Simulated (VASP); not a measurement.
# BP2 (I4/mmm) in VASP: further runs

BP2 is run at these levels: PBE; tasks: single point, relaxation of cell and atoms.

Program: VASP 6.6.1. These are calculated values, not measurements. Logs are shortened: lines on timing, memory, paths and dates and some standing lists are left out, and cuts for length are marked.

## (1) The cell of the first run

The structure is tetragonal, space group I4/mmm (No. 139). Conventional cell: a = 3.181 Å, b = 3.181 Å, c = 7.804 Å, α = 90.00°, β = 90.00°, γ = 90.00°. Within 3.4 Å of B (site symmetry 4/mmm) lie 10 P at 2.59 to 2.61 Å and 4 B at 3.18 Å. P (site symmetry 4mm) has 9 P at 2.58 to 3.18 Å and 5 B at 2.59 to 2.61 Å within 3.4 Å.

## (2) Single point, PBE

The input, INCAR:

```
SYSTEM = BP2
ALGO = Normal ; EDIFF = 1E-6
ENCUT = 520 ; GGA = PE
ISIF = 2 ; ISMEAR = 0
LASPH = .True. ; LCHARG = .False.
LREAL = .False. ; LWAVE = .False.
NBANDS = 14 ; NELM = 80
PREC = Accurate ; SIGMA = 0.1
```

The input, KPOINTS:

```
k-points
0
Gamma
  8 8 8
  0 0 0
```

The input, POSCAR:

```
BP2
1.0
   -1.5905683642      1.5905683642      3.9018630184
    1.5905683642     -1.5905683642      3.9018630184
    1.5905683642      1.5905683642     -3.9018630184
B P
1 2
Direct
    0.0000000000      0.0000000000      0.0000000000
    0.6650000000      0.6650000000      0.0000000000
    0.3350000000      0.3350000000      0.0000000000
```

Potentials or basis: VASP PAW PBE potentials, release 64 (B, P).

Started as:

```
$ cat potpaw_PBE.64/B/POTCAR potpaw_PBE.64/P/POTCAR > POTCAR
$ mpirun -np 1 vasp_std > vasp.out
```

OUTCAR:

```text
SYSTEM = BP2
   EDIFF = 1E-6
   ENCUT = 520
   GGA = PE
   ISIF = 2
   ISMEAR = 0
   LASPH = .True.
   LREAL = .False.
   NELM = 80
   PREC = Accurate

 ion  position               nearest neighbor table
   1  0.000  0.000  0.000-
   2  0.665  0.665  0.000-   3 2.58   3 2.61   3 2.61   3 2.61   3 2.61
   3  0.335  0.335  0.000-   2 2.58   2 2.61   2 2.61   2 2.61   2 2.61

  LATTYP: Found a body centered tetragonal cell.
 ALAT       =     3.1811367284
 C/A-ratio  =     2.4531250000

  Lattice vectors:

 A1 = (  -1.5905683642,   1.5905683642,   3.9018630184)
 A2 = (   1.5905683642,  -1.5905683642,   3.9018630184)
 A3 = (   1.5905683642,   1.5905683642,  -3.9018630184)

Analysis of symmetry for initial positions (statically):
=====================================================================
 Subroutine PRICEL returns:
 Original cell was already a primitive cell.

 Routine SETGRP: Setting up the symmetry group for a
 body centered tetragonal supercell.

 Subroutine GETGRP returns: Found 16 space group operations
 (whereof 16 operations were pure point group operations)
 out of a pool of 16 trial point group operations.

The static configuration has the point symmetry D_4h.

Analysis of symmetry for dynamics (positions and initial velocities):
=====================================================================
 Subroutine PRICEL returns:
 Original cell was already a primitive cell.

 Routine SETGRP: Setting up the symmetry group for a
 body centered tetragonal supercell.

 Subroutine GETGRP returns: Found 16 space group operations
 (whereof 16 operations were pure point group operations)
 out of a pool of 16 trial point group operations.

The dynamic configuration has the point symmetry D_4h.

 Subroutine INISYM returns: Found 16 space group operations
 (whereof 16 operations are pure point group operations),
 and found     1 'primitive' translations

----------------------------------------------------------------------------------------

                                     Primitive cell

  volume of cell :      39.4854

  direct lattice vectors                    reciprocal lattice vectors
    -1.590568364  1.590568364  3.901863018     0.000000000  0.314353040  0.128143914
     1.590568364 -1.590568364  3.901863018     0.314353040  0.000000000  0.128143914
     1.590568364  1.590568364 -3.901863018     0.314353040  0.314353040  0.000000000

  length of vectors
     4.503815100  4.503815100  4.503815100     0.339468255  0.339468255  0.444562332

  position of ions in fractional coordinates (direct lattice)
     0.000000000  0.000000000  0.000000000
     0.665000000  0.665000000  0.000000000
     0.335000000  0.335000000  0.000000000

  ion indices of the primitive-cell ions
   primitive index   ion index
                 1           1
                 2           2
                 3           3

----------------------------------------------------------------------------------------

 KPOINTS: k-points

Automatic generation of k-mesh.
 Grid dimensions read from file:
 generate k-points for:    8    8    8

 Generating k-lattice:

  Cartesian coordinates                     Fractional coordinates (reciprocal lattice)
     0.000000000  0.039294130  0.016017989     0.125000000 -0.000000000  0.000000000
     0.039294130  0.000000000  0.016017989    -0.000000000  0.125000000  0.000000000
     0.039294130  0.039294130  0.000000000     0.000000000  0.000000000  0.125000000

  Length of vectors
     0.042433532  0.042433532  0.055570291

  Shift w.r.t. Gamma in fractional coordinates (k-lattice)
     0.000000000  0.000000000  0.000000000

 Subroutine IBZKPT returns following result:
 ===========================================

 Found     59 irreducible k-points:

 Following reciprocal coordinates:
            Coordinates               Weight
  0.000000  0.000000  0.000000      1.000000
  0.125000 -0.000000  0.000000      8.000000
  0.250000 -0.000000  0.000000      8.000000
  0.375000 -0.000000  0.000000      8.000000
  0.500000 -0.000000  0.000000      4.000000
  0.125000  0.125000  0.000000      8.000000
[... 16 lines left out ...]
  0.250000  0.125000  0.125000     16.000000
  0.375000  0.125000  0.125000      8.000000
 [... further k-points ...]
   k-points           NKPTS =     59   k-points in BZ     NKDIM =     59   number of bands    NBANDS=     14
   number of dos      NEDOS =    301   number of ions     NIONS =      3
   total plane-waves  NPLWV =  46656
   dimension x,y,z NGX =    36 NGY =   36 NGZ =   36
   dimension x,y,z NGXF=    72 NGYF=   72 NGZF=   72
   ions per type =               1   2
   NGX,Y,Z   is equivalent  to a cutoff of  13.29, 13.29, 13.29 a.u.
   NGXF,Y,Z  is equivalent  to a cutoff of  26.58, 26.58, 26.58 a.u.
 SYSTEM =  BP2
   PREC   = accura    normal or accurate (medium, high low for compatibility)
   ISTART =      0    job   : 0-new  1-cont  2-samecut
   ICHARG =      2    charge: 1-file 2-atom 10-const
   ISPIN  =      1    spin polarized calculation?
   LNONCOLLINEAR =      F non collinear calculations
   LSORBIT =      F    spin-orbit coupling
   LASPH  =      T    aspherical Exc in radial PAW
   ENCUT  =  520.0 eV  38.22 Ry    6.18 a.u.   8.37  8.37  8.37*2*pi/ulx,y,z
   NELM   =     80;   NELMIN=  2; NELMDL= -5     # of ELM steps
   EDIFF  = 0.1E-05   stopping-criterion for ELM
   LREAL  =      F    real-space projection
   EDIFFG = 0.1E-04   stopping-criterion for IOM
   NSW    =      0    number of steps for IOM
   IBRION =     -1    ionic relax: 0-MD 1-quasi-New 2-CG
   NFREE  =      0    steps in history (QN), initial steepest desc. (CG)
   ISIF   =      2    stress and relaxation
   ISYM   =      2    0-nonsym 1-usesym 2-fastsym
   POTIM  = 0.5000    time-step for ionic-motion
   TEBEG  =    0.0;   TEEND  =   0.0 temperature during run
   PSTRESS=    0.0 pullay stress
   NELECT =      13.0000    total number of electrons
   NUPDOWN=      -1.0000    fix difference up-down
   EMIN   =  10.00;   EMAX   =-10.00  energy-range for DOS
   EFERMI =   0.00;   METHOD = LEGACY
   ISMEAR =     0;   SIGMA  =   0.10  broadening in eV -4-tet -1-fermi 0-gaus
   EFERMI_NEDOS =   21; number of points for ismear=-14 and -15
   IALGO  =     38    algorithm
   IMIX   =      4    mixing-type and parameters
     AMIX     =   0.40;   BMIX     =  1.00
     AMIX_MAG =   1.60;   BMIX_MAG =  1.00
  volume/ion in A,a.u.               =      13.16        88.82
  Fermi-wavevector in a.u.,A,eV,Ry     =   1.130430  2.136203 17.386507  1.277872
  Thomas-Fermi vector in A             =   2.267127
   LORBIT       =      0    0 simple, 1 ext, 2 COOP (PROOUT), +10 PAW based schemes
   GGA     = PE    functional components
   LHFCALC =     F    Hartree Fock is set to
   AEXX    =    0.0000 exact exchange contribution
   IVDW    =     0    specifies the selected vdW correction
   LEPSILON=     F    determine dielectric tensor
   LRPA    =     F    only Hartree local field effects (RPA)
 non-spin polarized calculation
 Gauss-broadening in eV      SIGMA  =   0.10
  energy-cutoff  :      520.00
  volume of cell :       39.49
 maximum number of plane-waves:      1080
 NGX is ok and might be reduce to    36
   NGX = 17   NGY = 17   NGZ = 17

 number of electron      13.0000000 magnetization

 Free energy of the ion-electron system (eV)
  ---------------------------------------------------
  ext. energy  EPLUGINS =         0.00000000
  ---------------------------------------------------
  free energy    TOTEN  =       -13.49248834 eV

  energy without entropy =      -13.48622651  energy(sigma->0) =      -13.48935742

 E-fermi :   8.2938     XC(G=0): -11.2737

 val. band max:        8.2612338621   @ k =  -0.2500   0.2500   0.2500
 cond. band min:       8.3647620196   @ k =  -0.1250   0.3750   0.1250
 fundamental gap:      0.1035281575
 Fermi energy:         8.2937933450

 k-point     1 :       0.0000    0.0000    0.0000
  band No.  band energies     occupation
      1      -7.4093      2.00000
      2       1.2055      2.00000
      3       2.1264      2.00000
      4       6.6007      2.00000
      5       6.7660      2.00000
      6       6.7660      2.00000
      7       7.7641      2.00000
      8       7.7641      2.00000
      9       7.7750      2.00000
     10      12.5178      0.00000
     11      14.9474      0.00000
     12      15.3450      0.00000
     13      15.3450      0.00000
     14      17.4039      0.00000

 k-point     2 :       0.1250   -0.0000    0.0000
  band No.  band energies     occupation
      1      -7.1692      2.00000
      2       0.6768      2.00000
      3       2.9107      2.00000
      4       4.3600      2.00000
      5       5.8524      2.00000
      6       6.7694      2.00000
      7       8.1959      1.83369
      8       8.2406      1.54814
      9       9.5959      0.00000
     10      13.5526      0.00000
     11      14.1529      0.00000
     12      14.7452      0.00000
     13      16.0890      0.00000
     14      16.8392      0.00000

 k-point     3 :       0.2500   -0.0000    0.0000
  band No.  band energies     occupation
      1      -6.4551      2.00000
      2      -0.0232      2.00000
      3       1.8060      2.00000
      4       3.7168      2.00000
      5       5.1817      2.00000
      6       7.0147      2.00000
      7       9.1037      0.00000
      8       9.2102      0.00000
      9      11.0872      0.00000
     10      12.1713      0.00000
     11      13.3459      0.00000
     12      15.1927      0.00000
     13      16.0162      0.00000
     14      18.4762      0.00000
[... 324 lines left out ...]
 k-point    23 :       0.2500    0.1250    0.1250
  band No.  band energies     occupation
      1      -4.5044      2.00000
      2      -0.9533      2.00000
      3       1.8161      2.00000
      4       3.0016      2.00000
      5       3.4777      2.00000
      6       5.9836      2.00000
      7       6.9226      2.00000
      8       8.0039      1.99996
      9      11.0068      0.00000
     10      12.7435      0.00000
     11      13.7879      0.00000
     12      15.0096      0.00000
     13      19.4248      0.00000
     14      19.6562      0.00000

 k-point    24 :       0.3750    0.1250    0.1250
  band No.  band energies     occupation
      1      -3.3820      2.00000
      2      -2.2907      2.00000
      3       2.0767      2.00000
      4       2.2361      2.00000
      5       4.2055      2.00000
      6       4.8022      2.00000
      7       8.5229      0.00119
      8       9.0307      0.00000
      9      10.2578      0.00000
     10      10.4474      0.00000
     11      14.3597      0.00000
     12      14.4865      0.00000
     13      19.7624      0.00000
     14      20.0455      0.00000

 [... further k-points ...]
[... 5 lines left out ...]
  --------------------------------------------------------------------------------------
  -------------------------------------------------------------------------------------
  Total       -2.4596433     -2.4596433     -2.7979204      0.0000000      0.0000000      0.0000000
  in kB      -99.8035568    -99.8035568   -113.5296343      0.0000000      0.0000000      0.0000000
  external PRESSURE =    -104.3789160 kB  Pullay stress =       0.0000000 kB

 VOLUME and BASIS-vectors are now :
 -----------------------------------------------------------------------------
  energy-cutoff  :      520.00
  volume of cell :       39.49
      direct lattice vectors                 reciprocal lattice vectors
    -1.590568364  1.590568364  3.901863018     0.000000000  0.314353040  0.128143914
     1.590568364 -1.590568364  3.901863018     0.314353040  0.000000000  0.128143914
     1.590568364  1.590568364 -3.901863018     0.314353040  0.314353040  0.000000000

 POSITION                                       TOTAL-FORCE (eV/Angst)
 -----------------------------------------------------------------------------------
      0.00000      0.00000      0.00000         0.000000      0.000000     -0.000000
      0.00000      0.00000      5.18948        -0.000000     -0.000000     -0.338234
      0.00000      0.00000      2.61425        -0.000000     -0.000000      0.338234
 -----------------------------------------------------------------------------------
    total drift:                               -0.000000     -0.000000      0.000000

  FREE ENERGIE OF THE ION-ELECTRON SYSTEM (eV)
  ---------------------------------------------------
  free  energy   TOTEN  =       -13.4924883405 eV

  energy  without entropy=      -13.4862265064  energy(sigma->0) =      -13.48935742
```

Wall time 16 s (1 thread of Intel Xeon 6975P-C (Granite Rapids), shared host); peak memory 0.2 GiB.

What came out:

```yaml
Free_energy: -13.4925 eV
Pressure: -10.4 GPa
Largest_force: 0.338 eV/Å
```

Forces in eV/Å, atoms in the order of the input:
```
B    0.000  0.000  0.000
P    0.000  0.000 -0.338
P    0.000  0.000  0.338
```

Levels at points of the mesh, in eV from the Fermi level:
```
           k point  band 3  band 4  band 5  band 6  band 7  band 8  band 9  band 10
(0.00, 0.00, 0.00)   -6.17   -1.69   -1.53   -1.53   -0.53   -0.53   -0.52     4.22
(0.50, 0.00, 0.00)   -6.82   -6.81    0.26    0.63    0.94    1.25    2.63     3.04
(0.50, 0.50, 0.00)   -7.60   -5.93   -5.89   -4.62   -0.99   -0.99    1.26     1.32
(0.50, 0.50, 0.50)   -3.27   -3.17   -3.17    2.35    2.82    3.79    3.98     4.41
```

## (3) Single point, PBE

This run uses another cell than the first one, of 14.19 Å³/atom, 1.078 times its volume.

The input, INCAR:

```
SYSTEM = BP2
ALGO = Normal
EDIFF = 1E-6
ENCUT = 520
GGA = PE
ISIF = 2
ISMEAR = 0
LASPH = .TRUE.
LCHARG = .FALSE.
LREAL = .FALSE.
LWAVE = .FALSE.
NBANDS = 14
NELM = 60
PREC = Accurate
SIGMA = 0.1
```

The input, KPOINTS:

```
k-points
0
G
  8 8 8
  0 0 0
```

The input, POSCAR:

```
BP2
1.0
   -1.4321080135      1.4321080135      5.1879921345
    1.4321080135     -1.4321080135      5.1879921345
    1.4321080135      1.4321080135     -5.1879921345
B P
1 2
Direct
    0.0000000000      0.0000000000      0.0000000000
    0.6026369668      0.6026369668      0.0000000000
    0.3973630332      0.3973630332      0.0000000000
```

Potentials or basis: VASP PAW PBE potentials, release 64 (B, P).

Started as:

```
$ cat potpaw_PBE.64/B/POTCAR potpaw_PBE.64/P/POTCAR > POTCAR
$ mpirun -np 1 vasp_std > vasp.out
```

Wall time 35 s (1 thread of Intel Xeon 6975P-C (Granite Rapids), shared host); peak memory 0.24 GiB.

The run converged. Its results:

```yaml
Free_energy: -15.0404 eV
Pressure: -0.3 GPa
Largest_force: 0.086 eV/Å
```

Forces in eV/Å, atoms in the order of the input:
```
B    0.000  0.000  0.000
P    0.000  0.000 -0.086
P    0.000  0.000  0.086
```

Stress tensor (GPa, compression positive):
```
-0.19  0.00  0.00
 0.00 -0.19  0.00
 0.00  0.00 -0.59
```

Levels at points of the mesh, in eV from the Fermi level:
```csv
k point,band 3,band 4,band 5,band 6,band 7,band 8,band 9,band 10
"(0.00, 0.00, 0.00)",-6.86,-2.24,-2.24,0.73,1.89,3.14,3.14,4.25
"(0.50, 0.00, 0.00)",-8.60,-6.02,-3.57,1.14,1.44,1.88,3.68,4.62
"(0.50, 0.50, 0.00)",-8.00,-5.95,-5.41,-2.95,-2.22,-1.77,-0.82,2.72
"(0.50, 0.50, 0.50)",-4.13,-2.30,-2.30,-1.27,0.68,3.64,3.64,4.03
```

Caveat: the k points lie up to 0.39 Å⁻¹ apart.

## (4) Relaxation of cell and atoms, PBE

The input, INCAR:

```
PREC = Accurate ; ENCUT = 600
EDIFF = 1E-6 ; ISMEAR = 0
SIGMA = 0.1 ; LREAL = False
LASPH = True ; NELM = 60
ALGO = Normal ; ISIF = 3
LWAVE = False ; LCHARG = False
GGA = PE ; IBRION = 2
NSW = 90 ; EDIFFG = -0.04
```

The input, KPOINTS:

```
Automatic mesh
0
Gamma
  8 8 8
```

The input, POSCAR:

```
BP2
1.0
   -1.5905683642      1.5905683642      3.9018630184
    1.5905683642     -1.5905683642      3.9018630184
    1.5905683642      1.5905683642     -3.9018630184
B P
1 2
Direct
    0.0000000000      0.0000000000      0.0000000000
    0.6650000000      0.6650000000      0.0000000000
    0.3350000000      0.3350000000      0.0000000000
```

Started as:

```
$ cat potpaw_PBE.64/B/POTCAR potpaw_PBE.64/P/POTCAR > POTCAR
$ mpirun -np 1 vasp_std > vasp.out
```

Run time: 4.7 min. Hardware: 1 thread of Intel Xeon 6975P-C (Granite Rapids), shared host; peak memory 0.22 GiB.

The run converged. Its results:

* Free energy: -15.0392 eV
* Relaxed volume: 14.16 Å³/atom
* Relaxed cell: a = 5.562 Å, b = 5.562 Å, c = 5.562 Å, α = 150.16°, β = 150.16°, γ = 42.71°
* Space group after relaxing (to 0.05 Å): I4/mmm (No. 139)
* Energy gained by relaxing: 515.4 meV/atom
* Ionic steps: 39
* Pressure after relaxing: -0.1 GPa
* Largest force after relaxing: 0.017 eV/Å

Forces on the atoms (eV/Å):
```
B    0.000  0.000  0.000
P    0.000  0.000 -0.017
P    0.000  0.000  0.017
```

Step by step:
| step | energy change (eV) | largest force (eV/Å) | pressure (GPa) | volume (Å³) |
| --- | --- | --- | --- | --- |
| 1 | 0.0000 | 0.3383 | -10.43 | 39.49 |
| 2 | -0.1929 | 0.6032 | -0.91 | 34.79 |
| 3 | -0.1954 | 0.6305 | 0.81 | 34.22 |
| 4 | -0.2453 | 0.5863 | 1.81 | 33.87 |
| 5 | -0.2996 | 0.4825 | 3.53 | 33.47 |
| 6 | -0.4164 | 0.0352 | 10.70 | 32.66 |
| 7 | 0.1229 | 6.5135 | 40.05 | 31.03 |
| 8 | -0.4285 | 0.2686 | 12.44 | 32.51 |
| 9 | -0.4398 | 0.9697 | 16.40 | 32.18 |
| 10 | -0.4404 | 0.6457 | 15.01 | 32.29 |
| 11 | -0.4430 | 0.6805 | 15.15 | 32.28 |
| 12 | -0.4503 | 0.7989 | 15.59 | 32.25 |
| 13 | -0.4613 | 1.0629 | 16.55 | 32.19 |
| 14 | -0.4672 | 1.6393 | 18.79 | 32.07 |
| 15 | -0.4819 | 1.6206 | 18.62 | 32.10 |
| 16 | -0.5246 | 1.5592 | 18.14 | 32.18 |
| 17 | -0.6056 | 1.4247 | 17.24 | 32.34 |
| 18 | -0.7516 | 1.1472 | 15.70 | 32.66 |
| 19 | -1.0097 | 0.4640 | 13.67 | 33.27 |
| 20 | -1.3081 | 0.1155 | 10.42 | 34.40 |
| 21 | -1.2605 | 0.9345 | 12.20 | 36.25 |
| 22 | -1.3628 | 0.2890 | 10.99 | 35.39 |
| 23 | -1.4181 | 0.3371 | 7.92 | 36.24 |
| 24 | -1.4987 | 0.5542 | 0.22 | 38.89 |
| 25 | -1.5011 | 0.6023 | -1.02 | 39.40 |
| 26 | -1.5112 | 0.3889 | -0.39 | 39.45 |
| 27 | -1.5163 | 0.0528 | 0.77 | 39.53 |
| 28 | -1.5166 | 0.0815 | 0.46 | 39.51 |
| 29 | -1.5166 | 0.0563 | 0.53 | 39.51 |
| 30 | -1.5200 | 0.0483 | 0.59 | 39.63 |
| 31 | -1.5284 | 0.0169 | 0.81 | 39.97 |
| 32 | -1.5383 | 0.0961 | 1.43 | 40.65 |
| 33 | -1.5321 | 0.4103 | 3.35 | 41.96 |
| 34 | -1.5394 | 0.2586 | 2.26 | 41.21 |
| 35 | -1.5433 | 0.0984 | 1.40 | 41.64 |
| 36 | -1.5448 | 0.1288 | 0.12 | 42.34 |
| 37 | -1.5450 | 0.0761 | 0.42 | 42.17 |
| 38 | -1.5456 | 0.0565 | 0.24 | 42.28 |
| 39 | -1.5461 | 0.0166 | -0.07 | 42.49 |

Final structure:
```cif
data_structure
_symmetry_space_group_name_H-M 'P 1'
_symmetry_Int_Tables_number 1
_cell_length_a 5.5618
_cell_length_b 5.5618
_cell_length_c 5.5618
_cell_angle_alpha 150.160
_cell_angle_beta 150.160
_cell_angle_gamma 42.706
_cell_volume 42.49
loop_
_atom_site_label
_atom_site_type_symbol
_atom_site_fract_x
_atom_site_fract_y
_atom_site_fract_z
_atom_site_occupancy
B1 B 0.00000 0.00000 0.00000 1
P1 P 0.60254 0.60254 0.00000 1
P2 P 0.39746 0.39746 0.00000 1
```

Levels at points of the mesh, in eV from the Fermi level:
| k point | band 2 | band 3 | band 4 | band 5 | band 6 | band 7 | band 8 | band 9 | band 10 |
| --- | --- | --- | --- | --- | --- | --- | --- | --- | --- |
| (0.00, 0.00, 0.00) | -11.13 | -6.85 | -2.26 | -2.26 | 0.72 | 1.92 | 3.15 | 3.15 | 4.24 |
| (0.50, 0.00, 0.00) | -10.66 | -8.58 | -6.01 | -3.56 | 1.16 | 1.43 | 1.87 | 3.66 | 4.93 |
| (0.50, 0.50, 0.00) | -8.11 | -8.01 | -5.93 | -5.41 | -2.94 | -2.20 | -1.76 | -0.82 | 2.73 |
| (0.50, 0.50, 0.50) | -12.03 | -4.11 | -2.32 | -2.32 | -1.25 | 0.67 | 3.65 | 3.65 | 4.02 |

## (5) The runs side by side

| task | cell | cutoff (eV) | gap on the mesh (eV) | pressure (GPa) | largest force (eV/Å) |
| --- | --- | --- | --- | --- | --- |
| single point | a = 4.504 Å, angles 138.6, 138.6, 59.9°, 3 atoms | 520 | none | -10.4 | 0.34 |
| single point | a = 5.569 Å, angles 150.2, 150.2, 42.6°, 3 atoms | 520 | none | -0.3 | 0.09 |
| relaxation of cell and atoms | relaxed from a = 4.504 Å, angles 138.6, 138.6, 59.9°, 3 atoms | 600 | none | -0.1 | 0.02 |

Alike in all rows: level PBE; potentials or basis VASP PAW PBE potentials, release 64 (B, P); no spin polarisation; k mesh 8 × 8 × 8; smearing gaussian 0.1 eV.

Caveats: some runs use coarse meshes.

Total energies depend on the potentials used, so only differences within one code and one set of settings carry meaning.
